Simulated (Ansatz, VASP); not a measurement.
**P in VASP and in Ansatz**

```
P
1.0
     1.64774   -5.46504    0.00000
     1.64774    5.46504    0.00000
     0.00000    0.00000    4.54364
P
4
Direct
  0.90414 0.09586 0.58882
  0.09586 0.90414 0.41118
  0.59586 0.40414 0.08882
  0.40414 0.59586 0.91118
```

Alike in both runs: task single point; functional LDA; k mesh 8 × 8 × 6; occupations fermi-dirac, width 0.05 eV; no spin polarisation.

|  | VASP | Ansatz |
| --- | --- | --- |
| version | VASP 6.6.1 | Ansatz 0.2.0 |
| potentials or method | VASP PAW LDA potentials, release 64 (P), cutoff 520 eV | all-electron LAPW, scalar-relativistic |

```csv
,VASP,Ansatz,Ansatz less VASP
gap on the k mesh at the Fermi level (eV),0.01,0.02,+0.006
least direct gap on the mesh (eV),0.01,0.02,+0.006
pressure (GPa),-2.4,-2.0,+0.32
"traceless stress, the component that is largest in VASP (GPa)",-0.61,-0.59,+0.025
rms of the force components (eV/Å),0.091,0.114,+0.0233
```

LDA's correlation is that of Perdew and Zunger in VASP and of Perdew and Wang (1992) in Ansatz. Atom by atom the forces differ by 0.025 eV/Å (rms over components). Ansatz ran all-electron here, and VASP with PAW potentials.
